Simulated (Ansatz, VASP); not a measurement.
**Se in VASP and in Ansatz**

The input INCAR:

```
PREC = Accurate
ENCUT = 520
EDIFF = 1E-7
ISMEAR = 0
SIGMA = 0.1
LREAL = False
LASPH = True
NELM = 60
ALGO = Normal
ISIF = 2
LWAVE = False
LCHARG = False
GGA = PS
NBANDS = 20
```

The input KPOINTS:

```
regular mesh
0
Gamma
  15 15 4
```

Contents of POSCAR:

```
Se
1.0
    3.7122224524      0.0000000000      0.0000000000
   -1.8561112262      3.2148789482      0.0000000000
    0.0000000000      0.0000000000     11.4409694332
Se
4
Direct
    0.3333333300      0.6666666700      0.3601245158
    0.6666666700      0.3333333300      0.6398754842
    0.6666666700      0.3333333300      0.8601245158
    0.3333333300      0.6666666700      0.1398754842
```

Input for Ansatz:

```yaml
crystal:
  lattice:
    - [3.7122224524, 0.0, 0.0]
    - [-1.8561112262, 3.2148789482, 0.0]
    - [0.0, 0.0, 11.4409694332]
  atoms:
    - { symbol: Se, position: [0.33333333, 0.66666667, 0.3601245158] }
    - { symbol: Se, position: [0.66666667, 0.33333333, 0.6398754842] }
    - { symbol: Se, position: [0.66666667, 0.33333333, 0.8601245158] }
    - { symbol: Se, position: [0.33333333, 0.66666667, 0.1398754842] }
basis:
  ecutwfc: 420
kpoints:
  mp_grid: { grid: [15, 15, 4] }
hamiltonian:
  xc: pbesol
scf:
  occupations: { method: gaussian, width: 0.1 }
output:
  forces: true
  stress: true
  eigenvalues: true
```

Alike in both runs: task single point; functional PBEsol; k mesh 15 × 15 × 4; occupations gaussian, width 0.1 eV; no spin polarisation.

|  | VASP | Ansatz |
| --- | --- | --- |
| version | VASP 6.6.1 | Ansatz 0.2.0 |
| potentials or method | VASP PAW PBE potentials, release 64 (Se), cutoff 520 eV | scalar-relativistic, plane waves, PAW |
| valence electrons in the cell | 24 | 64 |

|  | VASP | Ansatz | Ansatz less VASP |
| --- | --- | --- | --- |
| gap on the k mesh at the Fermi level (eV) | none | none | - |
| pressure (GPa) | -10.4 | -10.4 | -0.02 |
| traceless stress, the component that is largest in VASP (GPa) | -11.49 | -11.51 | -0.026 |
| rms of the force components (eV/Å) | 1.805 | 1.809 | +0.0039 |

VASP's potentials were made for PBE, not for PBEsol. Atom by atom the forces differ by 0.004 eV/Å (rms over components). A gap of «none» marks a metal or a gap that the smearing closes. VASP's potentials hold 24 valence electrons a cell and Ansatz's 64, so a difference there can come from the potentials and not from the codes.
